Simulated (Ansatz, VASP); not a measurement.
LaHfO: VASP beside Ansatz

```
La Hf O
1.0
     3.62622    0.00000    0.00000
    -1.81311    3.14040    0.00000
     0.00000    0.00000    5.76547
La Hf O
1 1 1
Direct
  0.66667 0.33333 0.63961
  0.33333 0.66667 0.13961
  0.66667 0.33333 0.13961
```

Alike in both runs: functional PBE; k mesh 5 × 5 × 5; occupations gaussian, width 0.2 eV; no spin polarisation.

Ansatz relaxed the structure, and its values are those at the end. VASP's run is a single point on that final structure, the one shown.

|  | VASP | Ansatz |
| --- | --- | --- |
| version | VASP 6.6.1 | Ansatz 0.2.0 |
| potentials or method | VASP PAW PBE potentials, release 64 (La, Hf_pv, O), cutoff 520 eV | scalar-relativistic, plane waves, PAW |
| valence electrons in the cell | 27 | 43 |

VASP gave:

| Property | Result |
| --- | --- |
| gap on the k mesh at the Fermi level (eV) | none |
| pressure (GPa) | -0.8 |

Task: Which values does Ansatz return?

Result: gap on the k mesh at the Fermi level (eV): none; pressure (GPa): -0.1.

A gap of «none» marks a metal or a gap that the smearing closes. VASP's potentials hold 27 valence electrons a cell and Ansatz's 43, so a difference there can come from the potentials and not from the codes.

The k mesh is coarse, so the values compare programs but aren't converged. Spin-orbit coupling is off throughout.
